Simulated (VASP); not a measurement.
# CsAg12 in VASP: single point with PBE+D3(BJ)

Aim: the single point of CsAg12 with PBE+D3(BJ).

All numbers are computed with VASP 6.6.1; they aren't measurements. Logs are shortened: lines on timing, memory, paths and dates and some standing lists are left out, and cuts for length are marked.

### 1 The cell of the first run

The cell holds a slab with vacuum, 13 atoms: a = 4.989 Å, b = 4.989 Å, c = 26.055 Å, α = 90.00°, β = 90.00°, γ = 120.00°.

### 2 Single point, PBE+D3(BJ)

Input file INCAR:

```
ALGO = Normal
DIPOL = 0.5 0.5 0.481
EDIFF = 1E-7
ENCUT = 520
GGA = PE
IDIPOL = 3
ISIF = 2
ISMEAR = 0
IVDW = 12
LASPH = T
LCHARG = F
LDIPOL = T
LREAL = F
LWAVE = F
NBANDS = 82
NELM = 80
PREC = Accurate
SIGMA = 0.1
```

Input file KPOINTS:

```
k-points
0
Gamma
  6 6 1
```

Input file POSCAR:

```
CsAg12
1.0
    4.9888483879      0.0000000000      0.0000000000
   -2.4944241939      4.3204694395      0.0000000000
    0.0000000000      0.0000000000     26.0552970507
Ag Cs
12 1
Direct
    0.0000000000      0.3333333333      0.3262292494
    0.3333333333      0.0000000000      0.3262292494
    0.6666666667      0.6666666667      0.3262292494
    0.3333333333      0.3333333333      0.4164898087
    0.6666666667      0.0000000000      0.4164898087
    0.0000000000      0.6666666667      0.4164898087
    0.6666666667      0.3333333333      0.5061753286
    0.0000000000      0.0000000000      0.5061753286
    0.3333333333      0.6666666667      0.5068132314
   -0.0045008293      0.3288325041      0.5980255022
    0.3333333333      0.0045008293      0.5980255022
    0.6711674959      0.6666666667      0.5980255022
    0.3333333333      0.6666666667      0.7163345618
```

Potentials or basis: VASP PAW PBE potentials, release 64 (Ag, Cs_sv).

Launch:

```
$ cat potpaw_PBE.64/Ag/POTCAR potpaw_PBE.64/Cs_sv/POTCAR > POTCAR
$ mpirun -np 1 vasp_std > vasp.out
```

OUTCAR:

```text
EDIFF = 1E-7
   ENCUT = 520
   GGA = PE
   ISIF = 2
   ISMEAR = 0
   IVDW = 12
   LASPH = T
   LREAL = F
   NELM = 80
   PREC = Accurate
 IVDW          = 12

 ion  position               nearest neighbor table
   1  0.000  0.333  0.326-   3 2.88   2 2.88   2 2.88   3 2.88   3 2.88   2 2.88   5 2.88   4 2.88
                             6 2.88
   2  0.333  0.000  0.326-   1 2.88   3 2.88   1 2.88   3 2.88   3 2.88   1 2.88   4 2.88   6 2.88
                             5 2.88
   3  0.667  0.667  0.326-   1 2.88   2 2.88   2 2.88   2 2.88   1 2.88   1 2.88   5 2.88   6 2.88
                             4 2.88
   4  0.333  0.333  0.416-   8 2.87   7 2.87   6 2.88   5 2.88   5 2.88   5 2.88   6 2.88   6 2.88
                             2 2.88   1 2.88   3 2.88   9 2.88
   5  0.667  0.000  0.416-   7 2.87   8 2.87   6 2.88   4 2.88   6 2.88   4 2.88   4 2.88   6 2.88
                             3 2.88   1 2.88   2 2.88   9 2.88
   6  0.000  0.667  0.416-   8 2.87   7 2.87   4 2.88   5 2.88   5 2.88   4 2.88   5 2.88   4 2.88
                             2 2.88   3 2.88   1 2.88   9 2.88
   7  0.667  0.333  0.506-   5 2.87   6 2.87   4 2.87   8 2.88   8 2.88   8 2.88   9 2.88   9 2.88
                             9 2.88  10 2.91  11 2.91  12 2.91
   8  0.000  0.000  0.506-   6 2.87   4 2.87   5 2.87   7 2.88   7 2.88   7 2.88   9 2.88   9 2.88
                             9 2.88  11 2.91  12 2.91  10 2.91
   9  0.333  0.667  0.507-   7 2.88   8 2.88   7 2.88   8 2.88   8 2.88   7 2.88   6 2.88   5 2.88
                             4 2.88  11 2.91  10 2.91  12 2.91
  10  0.995  0.329  0.598-  12 2.86  12 2.86  11 2.86  11 2.86   7 2.91   8 2.91   9 2.91  11 2.92
                            12 2.92
  11  0.333  0.005  0.598-  12 2.86  10 2.86  12 2.86  10 2.86   8 2.91   7 2.91   9 2.91  10 2.92
                            12 2.92
  12  0.671  0.667  0.598-  10 2.86  11 2.86  10 2.86  11 2.86   8 2.91   7 2.91   9 2.91  11 2.92
                            10 2.92
  13  0.333  0.667  0.716-

  LATTYP: Found a hexagonal cell.
 ALAT       =     4.9888483879
 C/A-ratio  =     5.2227077323

  Lattice vectors:

 A1 = (   4.9888483879,   0.0000000000,   0.0000000000)
 A2 = (  -2.4944241939,   4.3204694395,   0.0000000000)
 A3 = (   0.0000000000,   0.0000000000,  26.0552970507)

Analysis of symmetry for initial positions (statically):
=====================================================================
 Subroutine PRICEL returns:
 Original cell was already a primitive cell.

 Routine SETGRP: Setting up the symmetry group for a
 hexagonal supercell.

 Subroutine GETGRP returns: Found  6 space group operations
 (whereof  3 operations were pure point group operations)
 out of a pool of 24 trial point group operations.

The static configuration has the point symmetry C_3 .
 The point group associated with its full space group is C_3v.

Analysis of symmetry for dynamics (positions and initial velocities):
=====================================================================
 Subroutine PRICEL returns:
 Original cell was already a primitive cell.

 Routine SETGRP: Setting up the symmetry group for a
 hexagonal supercell.

 Subroutine GETGRP returns: Found  6 space group operations
 (whereof  3 operations were pure point group operations)
 out of a pool of 24 trial point group operations.

The dynamic configuration has the point symmetry C_3 .
 The point group associated with its full space group is C_3v.

 Subroutine INISYM returns: Found  6 space group operations
 (whereof  3 operations are pure point group operations),
 and found     1 'primitive' translations

----------------------------------------------------------------------------------------

                                     Primitive cell

  volume of cell :     561.6002

  direct lattice vectors                    reciprocal lattice vectors
     4.988848388  0.000000000  0.000000000     0.200447062  0.115728165  0.000000000
    -2.494424194  4.320469440  0.000000000     0.000000000  0.231456330  0.000000000
     0.000000000  0.000000000 26.055297051     0.000000000  0.000000000  0.038379912

  length of vectors
     4.988848388  4.988848388 26.055297051     0.231456330  0.231456330  0.038379912

  position of ions in fractional coordinates (direct lattice)
     1.000000000  0.333333333  0.326229249
     0.333333333  0.000000000  0.326229249
     0.666666667  0.666666667  0.326229249
     0.333333333  0.333333333  0.416489809
     0.666666667  0.000000000  0.416489809
[... 46 lines left out ...]
 Subroutine IBZKPT returns following result:
 ===========================================

 Found      7 irreducible k-points:

 Following reciprocal coordinates:
            Coordinates               Weight
  0.000000  0.000000  0.000000      1.000000
  0.166667  0.000000  0.000000      6.000000
  0.333333  0.000000  0.000000      6.000000
  0.500000 -0.000000  0.000000      3.000000
  0.166667  0.166667  0.000000      6.000000
  0.333333  0.166667  0.000000     12.000000
  0.333333  0.333333  0.000000      2.000000
   k-points           NKPTS =      7   k-points in BZ     NKDIM =      7   number of bands    NBANDS=     82
   number of dos      NEDOS =    301   number of ions     NIONS =     13
   total plane-waves  NPLWV = 313600
   dimension x,y,z NGX =    40 NGY =   40 NGZ =  196
   dimension x,y,z NGXF=    80 NGYF=   80 NGZF=  392
   ions per type =              12   1
   NGX,Y,Z   is equivalent  to a cutoff of  13.33, 13.33, 12.51 a.u.
   NGXF,Y,Z  is equivalent  to a cutoff of  26.66, 26.66, 25.01 a.u.
 SYSTEM =  unknown system
   PREC   = accura    normal or accurate (medium, high low for compatibility)
   ISTART =      0    job   : 0-new  1-cont  2-samecut
   ICHARG =      2    charge: 1-file 2-atom 10-const
   ISPIN  =      1    spin polarized calculation?
   LNONCOLLINEAR =      F non collinear calculations
   LSORBIT =      F    spin-orbit coupling
   LASPH  =      T    aspherical Exc in radial PAW
   ENCUT  =  520.0 eV  38.22 Ry    6.18 a.u.   9.28  9.28 48.45*2*pi/ulx,y,z
   NELM   =     80;   NELMIN=  2; NELMDL= -5     # of ELM steps
   EDIFF  = 0.1E-06   stopping-criterion for ELM
   LREAL  =      F    real-space projection
   EDIFFG = 0.1E-05   stopping-criterion for IOM
   NSW    =      0    number of steps for IOM
   IBRION =     -1    ionic relax: 0-MD 1-quasi-New 2-CG
   NFREE  =      0    steps in history (QN), initial steepest desc. (CG)
   ISIF   =      2    stress and relaxation
   ISYM   =      2    0-nonsym 1-usesym 2-fastsym
   POTIM  = 0.5000    time-step for ionic-motion
   TEBEG  =    0.0;   TEEND  =   0.0 temperature during run
   PSTRESS=    0.0 pullay stress
   NELECT =     141.0000    total number of electrons
   NUPDOWN=      -1.0000    fix difference up-down
   EMIN   =  10.00;   EMAX   =-10.00  energy-range for DOS
   EFERMI =   0.00;   METHOD = LEGACY
   ISMEAR =     0;   SIGMA  =   0.10  broadening in eV -4-tet -1-fermi 0-gaus
   EFERMI_NEDOS =   21; number of points for ismear=-14 and -15
   IALGO  =     38    algorithm
   IMIX   =      4    mixing-type and parameters
     AMIX     =   0.40;   BMIX     =  1.00
     AMIX_MAG =   1.60;   BMIX_MAG =  1.00
  volume/ion in A,a.u.               =      43.20       291.53
  Fermi-wavevector in a.u.,A,eV,Ry     =   1.032774  1.951661 14.512285  1.066623
  Thomas-Fermi vector in A             =   2.166989
   LORBIT       =      0    0 simple, 1 ext, 2 COOP (PROOUT), +10 PAW based schemes
   GGA     = PE    functional components
   LHFCALC =     F    Hartree Fock is set to
   AEXX    =    0.0000 exact exchange contribution
   IVDW    =    12    specifies the selected vdW correction
   LEPSILON=     F    determine dielectric tensor
   LRPA    =     F    only Hartree local field effects (RPA)
 non-spin polarized calculation
 Gauss-broadening in eV      SIGMA  =   0.10
  energy-cutoff  :      520.00
  volume of cell :      561.60
 maximum number of plane-waves:     15138
 NGX is ok and might be reduce to    40
   NGX = 19   NGY = 19   NGZ = 97

 number of electron     141.0000011 magnetization

 dipolmoment           0.000000      0.000000     -0.309808 electrons x Angstroem

 Free energy of the ion-electron system (eV)
  ---------------------------------------------------
  ext. energy  EPLUGINS =         0.00000000
  ---------------------------------------------------
  free energy    TOTEN  =       -32.13267164 eV

  energy without entropy =      -32.11049629  energy(sigma->0) =      -32.12158396

 E-fermi :   1.4602     XC(G=0):  -5.9720

 val. band max:        1.3763980549   @ k =   0.3333   0.0000   0.0000
 cond. band min:       1.4693885308   @ k =   0.1667   0.0000   0.0000
 fundamental gap:      0.0929904759
 Fermi energy:         1.4602246655

 k-point     1 :       0.0000    0.0000    0.0000
  band No.  band energies     occupation
      1     -21.9679      2.00000
      2      -8.8599      2.00000
      3      -8.7147      2.00000
      4      -8.7147      2.00000
      5      -5.8463      2.00000
      6      -4.9615      2.00000
[... 584 lines left out ...]
     81       4.7949      0.00000
     82       5.6851      0.00000

------------------------ aborting loop because EDIFF is reached ----------------------------------------

 vacuum level on the upper side and lower side of the slab       (xc-potential included)        -1.828         0.891

 Edisp (eV)   -5.81798

 E8    (eV) :    -2.6578

  FORCE on cell =-STRESS in cart. coord.  units (eV):
  Direction    XX          YY          ZZ          XY          YZ          ZX
  --------------------------------------------------------------------------------------
  -------------------------------------------------------------------------------------
  Total      -1.87466    -1.87466     0.26185    -0.00000    -0.00000     0.00000
  in kB      -5.34816    -5.34816     0.74703    -0.00000    -0.00000     0.00000
  external pressure =       -3.32 kB  Pullay stress =        0.00 kB

 VOLUME and BASIS-vectors are now :
 -----------------------------------------------------------------------------
  energy-cutoff  :      520.00
  volume of cell :      561.60
      direct lattice vectors                 reciprocal lattice vectors
     4.988848388  0.000000000  0.000000000     0.200447062  0.115728165  0.000000000
    -2.494424194  4.320469440  0.000000000     0.000000000  0.231456330  0.000000000
     0.000000000  0.000000000 26.055297051     0.000000000  0.000000000  0.038379912

 POSITION                                       TOTAL-FORCE (eV/Angst)
 -----------------------------------------------------------------------------------
     -0.83147      1.44016      8.50000        -0.000336     -0.000582     -0.056523
      1.66295      0.00000      8.50000        -0.000336      0.000582     -0.056523
      1.66295      2.88031      8.50000         0.000672     -0.000000     -0.056523
      0.83147      1.44016     10.85177        -0.009697      0.016796      0.063074
      3.32590      0.00000     10.85177        -0.009697     -0.016796      0.063074
     -1.66295      2.88031     10.85177         0.019394     -0.000000      0.063074
      2.49442      1.44016     13.18855        -0.000000     -0.000000     -0.004207
      0.00000      0.00000     13.18855        -0.000000     -0.000000     -0.004207
     -0.00000      2.88031     13.20517        -0.000000     -0.000000     -0.000574
      4.14615      1.42071     15.58173        -0.000764     -0.001324     -0.009304
      1.65172      0.01945     15.58173        -0.000764      0.001324     -0.009304
      1.68540      2.88031     15.58173         0.001528     -0.000000     -0.009304
     -0.00000      2.88031     18.66431        -0.000000     -0.000000      0.017250
 -----------------------------------------------------------------------------------
    total drift:                                0.000001     -0.000001     -0.000752

  FREE ENERGIE OF THE ION-ELECTRON SYSTEM (eV)
  ---------------------------------------------------
  free  energy   TOTEN  =       -37.9506529998 eV

  energy  without entropy=      -37.9284776421  energy(sigma->0) =      -37.93956532

 vacuum level on the upper side and lower side of the slab         2.911         5.684
```

Run time: 36 min. Hardware: 1 thread of Intel Xeon 8259CL, shared host; peak memory 0.76 GiB.

Results:

- Free energy: -37.9507 eV
- Largest force: 0.066 eV/Å
- Band gap on the k mesh: zero (an odd number of electrons rules out a gap without spin polarisation)
- Dispersion energy per atom: -0.448 eV

Forces in eV/Å, atoms in the order of the input:
```
Ag   0.000 -0.001 -0.057
Ag   0.000  0.001 -0.057
Ag   0.001  0.000 -0.057
Ag  -0.010  0.017  0.063
Ag  -0.010 -0.017  0.063
Ag   0.019  0.000  0.063
Ag   0.000  0.000 -0.004
Ag   0.000  0.000 -0.004
Ag   0.000  0.000 -0.001
Ag  -0.001 -0.001 -0.009
Ag  -0.001  0.001 -0.009
Ag   0.002  0.000 -0.009
Cs   0.000  0.000  0.017
```

Caveat: spin-orbit coupling is left out, which moves the levels of the heavy elements.

The gap in the log of VASP goes by the Fermi energy; the results here count the filled bands.